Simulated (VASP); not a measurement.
Wanted: the native input for a VASP 6.6.1 run.

| Item | Value |
| --- | --- |
| Task | single point |
| Functional | PBE |
| Potentials or basis | VASP PAW PBE potentials, release 64 (Sr_sv, In_d, O) |
| Cutoff | 520 eV |
| k mesh | 4 × 4 × 4 |
| Occupations | gaussian, width 0.1 eV |
| Spin | collinear spin, ferromagnetic start |
| Starting moments | [0.0, 0.0, 1.0, 1.0, 1.0, 1.0] μB |
| Dipole correction | no |
| Further INCAR settings | ALGO = Normal; EDIFF = 1e-06; NBANDS = 36 |

The structure of SrInO4 lies in POSCAR:

```
SrInO4
1.0
    4.3560000000      0.0000000000      0.0000000000
    0.0000000000      4.3560000000      0.0000000000
    0.0000000000      0.0000000000      6.8494897400
Sr In O
1 1 4
Direct
    0.5000000000      0.5000000000      0.5000000000
    0.0000000000      0.0000000000      0.0000000000
    0.0000000000      0.0000000000      0.6788081900
    0.5000000000      0.0000000000      0.0000000000
    0.0000000000      0.5000000000      0.0000000000
    0.0000000000      0.0000000000      0.3211918100
```

These files were run (other wordings do the same):

INCAR

```
PREC = Accurate ; ENCUT = 520
EDIFF = 1E-6 ; ISMEAR = 0
SIGMA = 0.1 ; LREAL = False
LASPH = True ; NELM = 150
ALGO = Normal ; ISIF = 2
LWAVE = False ; LCHARG = False
ISPIN = 2 ; MAGMOM = 0 0 1 1 1 1
LORBIT = 11 ; GGA = PE
NBANDS = 36
```

KPOINTS

```
regular mesh
0
Gamma
  4 4 4
```

Potentials or basis: VASP PAW PBE potentials, release 64 (Sr_sv, In_d, O).

Run with:

```sh
$ cat potpaw_PBE.64/Sr_sv/POTCAR potpaw_PBE.64/In_d/POTCAR potpaw_PBE.64/O/POTCAR > POTCAR
$ mpirun -np 1 vasp_std > vasp.out
```

Results of the run:

The pressure is -8.9 GPa and the largest force is 0.433 eV/Å. The band gap on the k mesh is zero (filled and empty bands overlap). The net moment is 3.00 μB per cell and the site moments are Sr -0.02; In -0.01; O +0.61, +0.68 μB. The valence electrons inside the program's atomic spheres are Sr 7.78; In 11.26; O 4.78, 4.82.

Caveat: the k points lie up to 0.36 Å⁻¹ apart; spin-orbit coupling is left out, which moves the levels of the heavy elements.

Wall time 2.2 min on 1 thread of Intel(R) Xeon(R) Platinum 8488C (Sapphire Rapids), on a shared host, peak memory 0.35 GiB.
